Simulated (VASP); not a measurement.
Zn12Se7S5 (an interface model): single point with LDA

System: Zn12Se7S5 (an interface model).

```
Zn Se S
1.0
     2.67813   -2.67813    0.00000
     0.00000    2.67813   -2.67813
    22.55658   22.55658   22.55658
Zn Se S
12 7 5
Direct
  0.99962 0.00186 0.00091
  0.99570 0.98842 0.25861
  0.00693 0.01085 0.51843
  0.99608 0.99916 0.76239
  0.33125 0.66817 0.08654
  0.33472 0.66638 0.34431
  0.33063 0.65756 0.60407
  0.33951 0.67458 0.84226
  0.66553 0.33593 0.17198
  0.65832 0.32450 0.43103
  0.67124 0.34883 0.68249
  0.66521 0.33346 0.91999
  0.99689 0.99294 0.06490
  0.99974 0.99370 0.32306
  0.99168 0.99605 0.58303
  0.32618 0.66943 0.15091
  0.34142 0.67808 0.40908
  0.67671 0.33435 0.23687
  0.67145 0.35050 0.49675
  0.00121 0.99888 0.82226
  0.34128 0.66229 0.66412
  0.32804 0.65363 0.90078
  0.66317 0.32686 0.74240
  0.66442 0.32707 0.97951
```

```json
{"Program": "VASP 6.6.1", "Task": "single point", "Functional": "LDA", "Potentials or basis": "VASP PAW LDA potentials, release 64 (Zn, Se, S)", "Cutoff": "400 eV", "k mesh": "4 × 4 × 1", "Occupations": "fermi-dirac, width 0.05 eV", "Spin": "collinear spin"}
```

| Property | Result |
| --- | --- |
| Pressure | 1.3 GPa |
| Largest force | 1.001 eV/Å |
| Band gap on the k mesh | 0.76 eV |
| Net moment | 0.00 μB per cell |
| Valence electrons inside the program's atomic spheres | Zn 10.79, 10.89, 10.84, 10.93, 10.86, 10.90, 10.88, 10.87 (each value once); Se 3.95, 3.96, 3.94 (each value once); S 3.74, 3.75, 3.73 (each value once) |

Forces on the atoms (eV/Å):
```
Zn  -0.101 -0.169  0.033
Zn   0.670  0.351  0.079
Zn   0.321  0.552  0.243
Zn  -0.024 -0.133  0.051
Zn   0.342  0.196  0.539
Zn   0.399  0.333  0.543
Zn   0.203  0.546  0.213
Zn  -0.286 -0.271 -0.074
Zn   0.320  0.582  0.451
Zn   0.806  0.591 -0.058
Zn   0.245 -0.329  0.477
Zn  -0.044 -0.147  0.212
Se  -0.350 -0.179 -0.561
Se  -0.359 -0.297 -0.551
Se  -0.336 -0.745 -0.410
Se  -0.250 -0.580 -0.407
Se  -0.720 -0.492  0.151
Se  -0.725 -0.356 -0.109
Se  -0.452 -0.677 -0.282
S    0.063  0.060 -0.111
S   -0.292  0.341 -0.475
S    0.202  0.304 -0.088
S    0.076  0.160 -0.037
S    0.291  0.359  0.168
```

Stress tensor (GPa, compression positive):
```
 1.28 -2.63 -2.51
-2.63  1.28 -2.73
-2.51 -2.73  1.28
```

Levels at points of the mesh, in eV from the valence-band top:
Spin up:
```tsv
k point	band 105	band 106	band 107	band 108	band 109	band 110	band 111	band 112
(0.00, 0.00, 0.00)	-0.35	-0.27	-0.06	0.00	0.76	1.49	1.68	2.06
(0.50, 0.00, 0.00)	-1.79	-1.61	-1.45	-1.26	1.75	1.86	2.30	2.33
(0.00, 0.50, 0.00)	-1.80	-1.59	-1.48	-1.26	1.75	1.85	2.27	2.35
(0.50, 0.50, 0.00)	-1.79	-1.60	-1.45	-1.27	1.76	1.85	2.31	2.33
```
Spin down:
```tsv
k point	band 106	band 107	band 108	band 109	band 110	band 111
(0.00, 0.00, 0.00)	-0.27	-0.06	0.00	0.76	1.49	1.68
(0.50, 0.00, 0.00)	-1.61	-1.45	-1.26	1.75	1.86	2.30
(0.00, 0.50, 0.00)	-1.59	-1.48	-1.26	1.75	1.85	2.27
(0.50, 0.50, 0.00)	-1.60	-1.45	-1.27	1.76	1.85	2.31
```

Run time: 11 min on 4 MPI ranks on Intel(R) Xeon(R) Platinum 8375C CPU @ 2.90GHz (Ice Lake), on a shared host, peak memory 0.76 GiB a rank.

Caveat: the k points lie up to 0.48 Å⁻¹ apart.
